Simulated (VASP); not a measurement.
# InCuO: relaxation of cell and atoms with PBE

Crystal: InCuO.

```xyz
3
Lattice="3.4674 0.0000 0.0000 -1.7337 3.0029 0.0000 0.0000 0.0000 4.4518" Properties=species:S:1:pos:R:3 pbc="T T T"
In    0.0000    0.0000    0.0000
Cu    1.7337    1.0010    2.2259
O     0.0000    2.0019    2.2259
```

The cell was built from a structure type or drawn by symmetry, and may not be a known phase.

```
Program                : VASP 6.6.1
Task                   : relaxation of cell and atoms
Functional             : PBE
Potentials or basis    : VASP PAW PBE potentials, release 64 (In_d, Cu, O)
Cutoff                 : 600 eV
k mesh                 : 18 × 18 × 10
Occupations            : gaussian, width 0.1 eV
Spin                   : no spin polarisation
Dipole correction      : no
Further INCAR settings : ALGO = Normal; EDIFF = 1e-06; IBRION = 2; EDIFFG = -0.01; NSW = 100; ISIF = 3
```

```
Relaxed volume                        : 15.37 Å³/atom
Relaxed cell                          : a = 3.501 Å, b = 3.501 Å, c = 4.344 Å, α = 90.00°, β = 90.00°, γ = 120.00°
Space group after relaxing (to 0.1 Å) : P-6m2 (No. 187)
Energy gained by relaxing             : 0.2 meV/atom
Ionic steps                           : 5
Pressure after relaxing               : 0.0 GPa
Band gap on the k mesh                : zero (bands 15 and 16 overlap by 0.93 eV)
```

Stress tensor (GPa, compression positive):
```
-0.06  0.00  0.00
 0.00 -0.06  0.00
 0.00  0.00  0.05
```

The path:
```tsv
step	energy change (eV)	largest force (eV/Å)	pressure (GPa)	volume (Å³)
1	0.0000	0.0000	-0.02	46.35
2	-0.0001	0.0000	0.31	46.34
3	-0.0003	0.0000	0.24	46.31
4	-0.0006	0.0000	0.14	46.25
5	-0.0007	0.0000	-0.02	46.12
```

Final structure:
```yaml
crystal:
  lattice:
    - [3.50120, 0.00000, 0.00000]
    - [-1.75060, 3.03212, 0.00000]
    - [0.00000, 0.00000, 4.34438]
  atoms:
    - { symbol: In, position: [0.00000, 0.00000, 0.00000] }
    - { symbol: Cu, position: [0.66667, 0.33333, 0.50000] }
    - { symbol: O, position: [0.33333, 0.66667, 0.50000] }
```

Levels at points of the mesh, in eV from the Fermi level:
```tsv
k point	band 11	band 12	band 13	band 14	band 15	band 16	band 17	band 18	band 19
(0.00, 0.00, 0.00)	-2.34	-2.34	-2.07	0.07	0.07	3.29	4.14	7.14	7.14
(0.50, 0.00, 0.00)	-2.74	-2.38	-1.46	-1.45	-1.41	0.43	3.52	5.50	6.13
(0.00, 0.00, 0.50)	-2.37	-2.37	-1.21	-1.16	0.07	0.07	8.37	8.37	10.32
(0.50, 0.00, 0.50)	-2.53	-2.48	-2.00	-1.34	-1.19	0.53	3.14	4.82	5.44
```

Wall time 22 min on 1 thread of Intel Xeon 8259CL, on a shared host, peak memory 0.41 GiB.

Caveat: spin-orbit coupling is left out, which moves the levels of the heavy elements. With open d or f shells a metallic result of PBE can be an artefact of self-interaction; +U or a hybrid may open a gap.
